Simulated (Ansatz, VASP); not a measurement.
# BeS in VASP and in Ansatz

```xyz
2
Lattice="0.0000 2.4621 2.4621 2.4621 0.0000 2.4621 2.4621 2.4621 0.0000" Properties=species:S:1:pos:R:3 pbc="T T T"
Be    0.0000    0.0000    0.0000
S     1.2310    1.2310    1.2310
```

Alike in both runs: task single point; functional PBE; k mesh 8 × 8 × 8; occupations gaussian, width 0.02 eV; no spin polarisation.

```csv
,VASP,Ansatz
version,VASP 6.6.1,Ansatz 0.2.0
potentials or method,"VASP PAW PBE potentials, release 64 (Be, S), cutoff 520 eV","scalar-relativistic, plane waves, PAW"
valence electrons in the cell,8,8
```

|  | VASP | Ansatz | Ansatz less VASP |
| --- | --- | --- | --- |
| gap on the k mesh at the Fermi level (eV) | 3.21 | 3.21 | -0.001 |
| least direct gap on the mesh (eV) | 5.51 | 5.51 | +0.002 |
| pressure (GPa) | -2.6 | -2.6 | -0.01 |

The functional is the same, so the differences come from potentials, cutoffs and numerics.
